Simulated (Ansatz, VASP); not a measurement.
Two plane-wave programs on MoS2

```xyz
6
Lattice="3.1517 0.0000 0.0000 -1.5759 2.7295 0.0000 0.0000 0.0000 42.3540" Properties=species:S:1:pos:R:3 pbc="T T T"
S     1.5759    0.9098    9.0418
S     1.5759    0.9098   12.1754
S     0.0000    1.8196   15.1016
S     0.0000    1.8196   18.2352
Mo    0.0000    1.8196   10.6093
Mo    1.5759    0.9098   16.6677
```

Alike in both runs: functional PBE; dispersion D3(BJ); k mesh 12 × 12 × 1; occupations gaussian, width 0.02 eV; no spin polarisation.

Ansatz relaxed the structure, and its values are those at the end. VASP's run is a single point on that final structure, the one shown.

|  | VASP | Ansatz |
| --- | --- | --- |
| version | VASP 6.6.1 | Ansatz 0.2.0 |
| potentials or method | VASP PAW PBE potentials, release 64 (S, Mo_sv) | scalar-relativistic, plane waves, PAW |
| plane-wave cutoff (eV) | 520 | 420 |
| valence electrons in the cell | 52 | 52 |

|  | VASP | Ansatz | Ansatz less VASP |
| --- | --- | --- | --- |
| gap on the k mesh at the Fermi level (eV) | 1.22 | 1.21 | -0.014 |
| least direct gap on the mesh (eV) | 1.75 | 1.74 | -0.004 |
| rms of the force components (eV/Å) | 0.006 | 0.000 | -0.0060 |

Ansatz's warnings: slab cell height set.
